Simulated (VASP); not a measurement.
# Pb (Im-3m) in VASP: further runs

The runs below take Pb through single point, relaxation of cell and atoms, with r2SCAN.

All numbers are computed with VASP 6.6.1; they aren't measurements. Logs are shortened: lines on timing, memory, paths and dates and some standing lists are left out, and cuts for length are marked.

### 1 The cell of the first run

It takes space group Im-3m (No. 229, cubic). The conventional cell has a = 3.959 Å, b = 3.959 Å, c = 3.959 Å, α = 90.00°, β = 90.00°, γ = 90.00°. Within 4.5 Å of Pb (site symmetry m-3m) lie 14 Pb at 3.43 to 3.96 Å.

### 2 Single point, r2SCAN

The input, POSCAR:

```
Pb
1.0
   -1.9796595667      1.9796595667      1.9796595667
    1.9796595667     -1.9796595667      1.9796595667
    1.9796595667      1.9796595667     -1.9796595667
Pb
1
Direct
    0.0000000000      0.0000000000      0.0000000000
```

The input, INCAR.step1:

```
SYSTEM = Pb
ALGO = Normal
EDIFF = 1E-4
ENCUT = 520
GGA = PE
ISMEAR = 0
LASPH = .True.
LCHARG = .False.
LREAL = .False.
LWAVE = .True.
NBANDS = 13
NELM = 80
PREC = Accurate
SIGMA = 0.1
```

The input, INCAR.step2:

```
SYSTEM = Pb
ALGO = Normal
EDIFF = 1E-6
ENCUT = 520
ISIF = 2
ISMEAR = 0
ISTART = 1
LASPH = .True.
LCHARG = .True.
LELF = .True.
LMIXTAU = .True.
LREAL = .False.
LVHAR = .True.
LWAVE = .False.
METAGGA = R2SCAN
NBANDS = 13
NELM = 80
PREC = Accurate
SIGMA = 0.1
```

The input, KPOINTS:

```
k-points
0
Gamma
  12 12 12
  0 0 0
```

Potentials or basis: VASP PAW PBE potentials, release 64 (Pb_d).

The run is started by

```bash
cat potpaw_PBE.64/Pb_d/POTCAR > POTCAR
cp INCAR.step1 INCAR
mpirun -np 1 vasp_std > vasp.out
cp INCAR.step2 INCAR
mpirun -np 1 vasp_std > vasp.out
```

OUTCAR:

```text
SYSTEM = Pb
   EDIFF = 1E-6
   ENCUT = 520
   ISIF = 2
   ISMEAR = 0
   ISTART = 1
   LASPH = .True.
   LREAL = .False.
   METAGGA = R2SCAN
   NELM = 80
   PREC = Accurate

 ion  position               nearest neighbor table
   1  0.000  0.000  0.000-

  LATTYP: Found a body centered cubic cell.
 ALAT       =     3.9593191334

  Lattice vectors:

 A1 = (  -1.9796595667,   1.9796595667,   1.9796595667)
 A2 = (   1.9796595667,  -1.9796595667,   1.9796595667)
 A3 = (   1.9796595667,   1.9796595667,  -1.9796595667)

Analysis of symmetry for initial positions (statically):
=====================================================================
 Subroutine PRICEL returns:
 Original cell was already a primitive cell.

 Routine SETGRP: Setting up the symmetry group for a
 body centered cubic supercell.

 Subroutine GETGRP returns: Found 48 space group operations
 (whereof 48 operations were pure point group operations)
 out of a pool of 48 trial point group operations.

The static configuration has the point symmetry O_h .

Analysis of symmetry for dynamics (positions and initial velocities):
=====================================================================
 Subroutine PRICEL returns:
 Original cell was already a primitive cell.

 Routine SETGRP: Setting up the symmetry group for a
 body centered cubic supercell.

 Subroutine GETGRP returns: Found 48 space group operations
 (whereof 48 operations were pure point group operations)
 out of a pool of 48 trial point group operations.

The dynamic configuration has the point symmetry O_h .

 Subroutine INISYM returns: Found 48 space group operations
 (whereof 48 operations are pure point group operations),
 and found     1 'primitive' translations

----------------------------------------------------------------------------------------

                                     Primitive cell

  volume of cell :      31.0336

  direct lattice vectors                    reciprocal lattice vectors
    -1.979659567  1.979659567  1.979659567     0.000000000  0.252568678  0.252568678
     1.979659567 -1.979659567  1.979659567     0.252568678  0.000000000  0.252568678
     1.979659567  1.979659567 -1.979659567     0.252568678  0.252568678  0.000000000

  length of vectors
     3.428870951  3.428870951  3.428870951     0.357186050  0.357186050  0.357186050

  position of ions in fractional coordinates (direct lattice)
     0.000000000  0.000000000  0.000000000

  ion indices of the primitive-cell ions
   primitive index   ion index
                 1           1

----------------------------------------------------------------------------------------

 KPOINTS: k-points

Automatic generation of k-mesh.
 Grid dimensions read from file:
 generate k-points for:   12   12   12

 Generating k-lattice:

  Cartesian coordinates                     Fractional coordinates (reciprocal lattice)
     0.000000000  0.021047390  0.021047390     0.083333333  0.000000000  0.000000000
     0.021047390  0.000000000  0.021047390     0.000000000  0.083333333  0.000000000
     0.021047390  0.021047390  0.000000000     0.000000000  0.000000000  0.083333333

  Length of vectors
     0.029765504  0.029765504  0.029765504

  Shift w.r.t. Gamma in fractional coordinates (k-lattice)
     0.000000000  0.000000000  0.000000000

 Subroutine IBZKPT returns following result:
 ===========================================

 Found     72 irreducible k-points:

 Following reciprocal coordinates:
            Coordinates               Weight
  0.000000  0.000000  0.000000      1.000000
  0.083333  0.000000  0.000000     12.000000
  0.166667  0.000000  0.000000     12.000000
  0.250000  0.000000  0.000000     12.000000
  0.333333  0.000000  0.000000     12.000000
  0.416667  0.000000  0.000000     12.000000
[... 16 lines left out ...]
  0.333333  0.083333  0.083333     24.000000
  0.416667  0.083333  0.083333     12.000000
 [... further k-points ...]
   k-points           NKPTS =     72   k-points in BZ     NKDIM =     72   number of bands    NBANDS=     13
   number of dos      NEDOS =    301   number of ions     NIONS =      1
   total plane-waves  NPLWV =  21952
   dimension x,y,z NGX =    28 NGY =   28 NGZ =   28
   dimension x,y,z NGXF=    56 NGYF=   56 NGZF=   56
   ions per type =               1
   NGX,Y,Z   is equivalent  to a cutoff of  13.58, 13.58, 13.58 a.u.
   NGXF,Y,Z  is equivalent  to a cutoff of  27.15, 27.15, 27.15 a.u.
 SYSTEM =  Pb
   PREC   = accura    normal or accurate (medium, high low for compatibility)
   ISTART =      1    job   : 0-new  1-cont  2-samecut
   ICHARG =      0    charge: 1-file 2-atom 10-const
   ISPIN  =      1    spin polarized calculation?
   LNONCOLLINEAR =      F non collinear calculations
   LSORBIT =      F    spin-orbit coupling
   LASPH  =      T    aspherical Exc in radial PAW
   ENCUT  =  520.0 eV  38.22 Ry    6.18 a.u.   6.38  6.38  6.38*2*pi/ulx,y,z
   NELM   =     80;   NELMIN=  2; NELMDL=  0     # of ELM steps
   EDIFF  = 0.1E-05   stopping-criterion for ELM
   LREAL  =      F    real-space projection
   EDIFFG = 0.1E-04   stopping-criterion for IOM
   NSW    =      0    number of steps for IOM
   IBRION =     -1    ionic relax: 0-MD 1-quasi-New 2-CG
   NFREE  =      0    steps in history (QN), initial steepest desc. (CG)
   ISIF   =      2    stress and relaxation
   ISYM   =      2    0-nonsym 1-usesym 2-fastsym
   POTIM  = 0.5000    time-step for ionic-motion
   TEBEG  =    0.0;   TEEND  =   0.0 temperature during run
   PSTRESS=    0.0 pullay stress
   NELECT =      14.0000    total number of electrons
   NUPDOWN=      -1.0000    fix difference up-down
   EMIN   =  10.00;   EMAX   =-10.00  energy-range for DOS
   EFERMI =   0.00;   METHOD = LEGACY
   ISMEAR =     0;   SIGMA  =   0.10  broadening in eV -4-tet -1-fermi 0-gaus
   EFERMI_NEDOS =   21; number of points for ismear=-14 and -15
   IALGO  =     38    algorithm
   IMIX   =      4    mixing-type and parameters
     AMIX     =   0.40;   BMIX     =  1.00
     AMIX_MAG =   1.60;   BMIX_MAG =  1.00
  volume/ion in A,a.u.               =      31.03       209.42
  Fermi-wavevector in a.u.,A,eV,Ry     =   1.255568  2.372680 21.448927  1.576452
  Thomas-Fermi vector in A             =   2.389319
   LORBIT       =      0    0 simple, 1 ext, 2 COOP (PROOUT), +10 PAW based schemes
   METAGGA = R2SCAN    functional components
   LHFCALC =     F    Hartree Fock is set to
   AEXX    =    0.0000 exact exchange contribution
   IVDW    =     0    specifies the selected vdW correction
   LEPSILON=     F    determine dielectric tensor
   LRPA    =     F    only Hartree local field effects (RPA)
 non-spin polarized calculation
 Gauss-broadening in eV      SIGMA  =   0.10
  energy-cutoff  :      520.00
  volume of cell :       31.03
 maximum number of plane-waves:       887
 NGX is ok and might be reduce to    28
   NGX = 13   NGY = 13   NGZ = 13

 number of electron      14.0000002 magnetization

 Free energy of the ion-electron system (eV)
  ---------------------------------------------------
  ext. energy  EPLUGINS =         0.00000000
  ---------------------------------------------------
  free energy    TOTEN  =       -56.23628969 eV

  energy without entropy =      -56.23272523  energy(sigma->0) =      -56.23450746

 E-fermi :   6.9454     XC(G=0): -10.7930

 val. band max:        6.8947412087   @ k =  -0.4167   0.4167   0.4167
 cond. band min:       6.9894592700   @ k =  -0.2500   0.3333   0.0833
 fundamental gap:      0.0947180613
 Fermi energy:         6.9454209559

 k-point     1 :       0.0000    0.0000    0.0000
  band No.  band energies     occupation
      1     -10.7992      2.00000
      2     -10.7992      2.00000
      3     -10.7992      2.00000
      4     -10.5572      2.00000
      5     -10.5572      2.00000
      6      -5.1671      2.00000
      7      14.6930      0.00000
      8      14.6930      0.00000
      9      14.6930      0.00000
     10      18.8128      0.00000
     11      18.8128      0.00000
     12      18.8128      0.00000
     13      19.4436      0.00000

 k-point     2 :       0.0833    0.0000    0.0000
  band No.  band energies     occupation
      1     -10.8048      2.00000
      2     -10.7920      2.00000
      3     -10.7741      2.00000
      4     -10.5635      2.00000
      5     -10.5578      2.00000
      6      -5.0222      2.00000
      7      13.2847      0.00000
      8      14.2075      0.00000
      9      14.5178      0.00000
     10      17.8635      0.00000
     11      18.3583      0.00000
     12      18.6657      0.00000
     13      20.2483      0.00000

 k-point     3 :       0.1667    0.0000    0.0000
  band No.  band energies     occupation
      1     -10.8203      2.00000
      2     -10.7762      2.00000
      3     -10.7049      2.00000
      4     -10.5784      2.00000
      5     -10.5597      2.00000
      6      -4.5877      2.00000
      7      10.7178      0.00000
      8      13.1681      0.00000
      9      14.0329      0.00000
     10      16.7626      0.00000
     11      17.6520      0.00000
     12      18.7153      0.00000
     13      20.8901      0.00000
[... 305 lines left out ...]
 k-point    23 :       0.3333    0.0833    0.0833
  band No.  band energies     occupation
      1     -10.8577      2.00000
      2     -10.7692      2.00000
      3     -10.5762      2.00000
      4     -10.5660      2.00000
      5     -10.4698      2.00000
      6      -1.6413      2.00000
      7       4.0166      2.00000
      8       9.0170      0.00000
      9      10.7474      0.00000
     10      17.3875      0.00000
     11      18.5032      0.00000
     12      21.4899      0.00000
     13      22.4632      0.00000

 k-point    24 :       0.4167    0.0833    0.0833
  band No.  band energies     occupation
      1     -10.8622      2.00000
      2     -10.7700      2.00000
      3     -10.5709      2.00000
      4     -10.5660      2.00000
      5     -10.4531      2.00000
      6      -1.0987      2.00000
      7       3.2231      2.00000
      8       8.7941      0.00000
      9      10.6179      0.00000
     10      17.2787      0.00000
     11      18.4234      0.00000
     12      22.0329      0.00000
     13      22.7295      0.00000

 [... further k-points ...]

------------------------ aborting loop because EDIFF is reached ----------------------------------------

  FORCE on cell =-STRESS in cart. coord.  units (eV):
  Direction    XX          YY          ZZ          XY          YZ          ZX
  --------------------------------------------------------------------------------------
  -------------------------------------------------------------------------------------
  Total       -0.0049197     -0.0049197     -0.0049197     -0.0000000     -0.0000000     -0.0000000
  in kB       -0.2539929     -0.2539929     -0.2539929     -0.0000000     -0.0000000     -0.0000000
  external PRESSURE =      -0.2539929 kB  Pullay stress =       0.0000000 kB

 VOLUME and BASIS-vectors are now :
 -----------------------------------------------------------------------------
  energy-cutoff  :      520.00
  volume of cell :       31.03
      direct lattice vectors                 reciprocal lattice vectors
    -1.979659567  1.979659567  1.979659567     0.000000000  0.252568678  0.252568678
     1.979659567 -1.979659567  1.979659567     0.252568678  0.000000000  0.252568678
     1.979659567  1.979659567 -1.979659567     0.252568678  0.252568678  0.000000000

 POSITION                                       TOTAL-FORCE (eV/Angst)
 -----------------------------------------------------------------------------------
      0.00000      0.00000      0.00000         0.000000      0.000000     -0.000000
 -----------------------------------------------------------------------------------
    total drift:                               -0.000000     -0.000000     -0.000000

  FREE ENERGIE OF THE ION-ELECTRON SYSTEM (eV)
  ---------------------------------------------------
  free  energy   TOTEN  =       -56.2362896939 eV

  energy  without entropy=      -56.2327252269  energy(sigma->0) =      -56.23450746
```

It took 96 s on 1 thread of Intel Xeon Platinum 8259CL at 2.50GHz (Skylake/Cascade Lake), shared host; peak memory 0.18 GiB.

What came out:

```yaml
Free_energy: -56.2363 eV
Pressure: 0.0 GPa
Band_gap_on_the_k_mesh: zero (band 7 reaches 14.69 eV, above the bottom of band 8 at 4.89 eV)
```

Levels at points of the mesh, in eV from the Fermi level:
| k point | band 5 | band 6 | band 7 | band 8 | band 9 | band 10 |
| --- | --- | --- | --- | --- | --- | --- |
| (0.00, 0.00, 0.00) | -17.50 | -12.11 | 7.75 | 7.75 | 7.75 | 11.87 |
| (0.50, 0.00, 0.00) | -17.35 | -8.19 | -4.09 | 3.49 | 5.41 | 8.04 |
| (0.50, 0.50, 0.50) | -17.39 | -5.39 | -0.41 | -0.41 | -0.41 | 5.02 |

Caveat: the PAW data sets were made with another functional, which shifts forces and pressure a little; spin-orbit coupling is left out, which moves the levels of the heavy elements.

### 3 Relaxation of cell and atoms, r2SCAN

POSCAR is that of step 2.

The input, INCAR.step1:

```
PREC = Accurate ; ENCUT = 600
ISMEAR = 0 ; SIGMA = 0.1
LREAL = F ; LASPH = T
NELM = 60 ; GGA = PE
ALGO = Normal ; EDIFF = 1E-4
LWAVE = T ; LCHARG = F
```

The input, INCAR.step2:

```
PREC = Accurate ; ENCUT = 600
EDIFF = 1E-6 ; ISMEAR = 0
SIGMA = 0.1 ; LREAL = F
LASPH = T ; NELM = 60
ALGO = Normal ; ISIF = 3
LWAVE = F ; LCHARG = F
METAGGA = R2SCAN ; LMIXTAU = T
IBRION = 2 ; NSW = 90
EDIFFG = -0.02 ; ISTART = 1
```

The input, KPOINTS:

```
regular mesh
0
Gamma
  12 12 12
```

Potentials or basis: VASP PAW PBE potentials, release 64 (Pb_d).

The run is started by

```bash
cat potpaw_PBE.64/Pb_d/POTCAR > POTCAR
cp INCAR.step1 INCAR
mpirun -np 1 vasp_std > vasp.out
cp INCAR.step2 INCAR
mpirun -np 1 vasp_std > vasp.out
```

Wall time 1.9 min (1 thread of Intel Xeon Platinum 8175M at 2.50GHz (Skylake/Cascade Lake), shared host); peak memory 0.18 GiB.

It converged, with:

| Item | Value |
| --- | --- |
| Free energy | -56.2362 eV |
| Pressure after relaxing | 0.0 GPa |
| Band gap on the k mesh | zero (band 7 reaches 14.69 eV, above the bottom of band 8 at 4.89 eV) |

Final structure:
```xyz
1
Lattice="-1.9797 1.9797 1.9797 1.9797 -1.9797 1.9797 1.9797 1.9797 -1.9797" Properties=species:S:1:pos:R:3 pbc="T T T"
Pb    0.0000    0.0000    0.0000
```

Levels at points of the mesh, in eV from the Fermi level:
| k point | band 3 | band 4 | band 5 | band 6 | band 7 | band 8 | band 9 | band 10 | band 11 |
| --- | --- | --- | --- | --- | --- | --- | --- | --- | --- |
| (0.00, 0.00, 0.00) | -17.74 | -17.50 | -17.50 | -12.11 | 7.75 | 7.75 | 7.75 | 11.87 | 11.87 |
| (0.50, 0.00, 0.00) | -17.52 | -17.51 | -17.35 | -8.19 | -4.09 | 3.49 | 5.41 | 8.04 | 9.35 |
| (0.50, 0.50, 0.50) | -17.39 | -17.39 | -17.39 | -5.39 | -0.41 | -0.41 | -0.41 | 5.02 | 5.02 |

Caveat: the relaxation stopped at its first step, so nothing moved; the PAW data sets were made with another functional, which shifts forces and pressure a little; spin-orbit coupling is left out, which moves the levels of the heavy elements.
